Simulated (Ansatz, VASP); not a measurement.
**Two plane-wave programs on Mo**

```
CELL_PARAMETERS angstrom
-1.55920 1.55920 1.55920
1.55920 -1.55920 1.55920
1.55920 1.55920 -1.55920
ATOMIC_POSITIONS crystal
Mo 0.00000 0.00000 0.00000
```

Alike in both runs: task single point; functional PBE; k mesh 8 × 8 × 8; no spin polarisation.

|  | VASP | Ansatz |
| --- | --- | --- |
| version | VASP 6.6.1 | Ansatz 0.2.0 |
| potentials or method | VASP PAW PBE potentials, release 64 (Mo_sv), cutoff 500 eV | PAW plane waves |
| occupations | fermi-dirac, width 0.1 eV | fermi-dirac |
| valence electrons in the cell | 14 | 14 |

Ansatz gave:

| Quantity | Value |
| --- | --- |
| gap on the k mesh at the Fermi level (eV) | none |
| pressure (GPa) | 11.7 |

Q: Which values does VASP return?

A: gap on the k mesh at the Fermi level (eV): none; pressure (GPa): 12.3.

A gap of «none» marks a metal or a gap that the smearing closes.
